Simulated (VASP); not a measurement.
Set up this calculation in VASP 6.6.1, as the native input.

| Quantity | Value |
| --- | --- |
| Task | relaxation of cell and atoms |
| Functional | PBE |
| Potentials or basis | VASP PAW PBE potentials, release 64 (Mg, Cd, Te) |
| Cutoff | 600 eV |
| k mesh | 6 × 6 × 2 |
| Occupations | gaussian, width 0.02 eV |
| Spin | no spin polarisation |
| Dipole correction | no |
| Further INCAR settings | ALGO = Normal; EDIFF = 1e-06; IBRION = 2; EDIFFG = -0.01; NSW = 100; ISIF = 3 |

The structure of MgCd3Te4 lies in POSCAR:

```
MgCd3Te4
1.0
    4.6519491575      0.0000000000      0.0000000000
   -2.3259745788      4.0287061475      0.0000000000
    0.0000000000      0.0000000000     15.2133985396
Mg Cd Te
1 3 4
Direct
    0.3333333333      0.6666666667      0.4971574064
    0.3333333333      0.6666666667      0.9990350903
    0.6666666667      0.3333333333      0.2514981028
    0.6666666667      0.3333333333      0.7472366048
    0.3333333333      0.6666666667      0.1872663526
    0.3333333333      0.6666666667      0.6827531753
    0.6666666667      0.3333333333      0.4397990995
    0.6666666667      0.3333333333      0.9352542083
```

These files were run (other wordings do the same):

INCAR

```
PREC     = Accurate       # precision mode
ENCUT    = 600            # plane-wave cutoff, eV
EDIFF    = 1E-6           # SCF threshold, eV
ISMEAR   = 0              # smearing method
SIGMA    = 0.02           # smearing width, eV
LREAL    = False          # projectors in reciprocal space
LASPH    = True           # aspherical terms in the spheres
NELM     = 80             # most SCF steps
ALGO     = Normal         # electronic algorithm
ISIF     = 3              # what is computed and relaxed
LWAVE    = False          # write WAVECAR
LCHARG   = False          # write CHGCAR
GGA      = PE             # functional
IBRION   = 2              # ionic algorithm
NSW      = 100            # ionic steps
EDIFFG   = -0.01          # ionic threshold
```

KPOINTS

```
Automatic mesh
0
Gamma
  6 6 2
```

Potentials or basis: VASP PAW PBE potentials, release 64 (Mg, Cd, Te).

Run with:

```console
$ cat potpaw_PBE.64/Mg/POTCAR potpaw_PBE.64/Cd/POTCAR potpaw_PBE.64/Te/POTCAR > POTCAR
$ mpirun -np 1 vasp_std > vasp.out
```

Results of the run:

The relaxed volume is 35.91 Å³/atom, the relaxed cell is a = 4.664 Å, b = 4.664 Å, c = 15.253 Å, α = 90.00°, β = 90.00°, γ = 120.00° and the space group after relaxing (to 0.05 Å) is P3m1 (No. 156). The energy gained by relaxing is 0.2 meV/atom. The ionic steps are 2 and the pressure after relaxing is 0.0 GPa. The largest force after relaxing is 0.009 eV/Å and the band gap on the k mesh is 0.89 eV, direct.

Caveat: spin-orbit coupling is left out, which moves the levels of the heavy elements.

It took 4.6 min on 1 thread of Intel(R) Xeon(R) Platinum 8559C (Emerald Rapids), with other jobs on the host, peak memory 0.59 GiB.
